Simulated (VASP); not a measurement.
Set up this calculation in VASP 6.6.1, as the native input.

```
Task                   : single point
Functional             : PBE
Potentials or basis    : VASP PAW PBE potentials, release 64 (Cd)
Cutoff                 : 520 eV
k mesh                 : 21 × 21 × 21
Occupations            : gaussian, width 0.1 eV
Spin                   : no spin polarisation
Dipole correction      : no
Further INCAR settings : ALGO = Normal; EDIFF = 1e-07; NBANDS = 12
```

The structure of Cd lies in POSCAR:

```
Cd
1.0
    1.6595258986      0.9581277243      2.4139194533
   -1.6595258986      0.9581277243      2.4139194533
    0.0000000000     -1.9162554486      2.4139194533
Cd
1
Direct
    0.5000000000      0.5000000000      0.5000000000
```

The input as run:

INCAR

```
SYSTEM = Cd
PREC     = Accurate       ! precision mode
ENCUT    = 520            ! plane-wave cutoff, eV
EDIFF    = 1E-7           ! SCF threshold, eV
ISMEAR   = 0              ! smearing method
SIGMA    = 0.1            ! smearing width, eV
LREAL    = .False.        ! projectors in reciprocal space
LASPH    = .True.         ! aspherical terms in the spheres
NELM     = 100            ! most SCF steps
ALGO     = Normal         ! electronic algorithm
ISIF     = 2              ! what is computed and relaxed
LWAVE    = .False.        ! write WAVECAR
LCHARG   = .False.        ! write CHGCAR
GGA      = PE             ! functional
NBANDS   = 12             ! bands
```

KPOINTS

```
regular mesh
0
Gamma
  21 21 21
  0 0 0
```

Potentials or basis: VASP PAW PBE potentials, release 64 (Cd).

Launch:

```bash
$ cat potpaw_PBE.64/Cd/POTCAR > POTCAR
$ mpirun -np 1 vasp_std > vasp.out
```

Results of the run:

* Pressure: 0.2 GPa
* Band gap on the k mesh: zero (band 6 reaches 3.96 eV, above the bottom of band 7 at 0.70 eV)

Run time: 52 s on 1 thread of Intel(R) Xeon(R) 6975P-C (Granite Rapids), with other jobs on the host, peak memory 0.33 GiB.
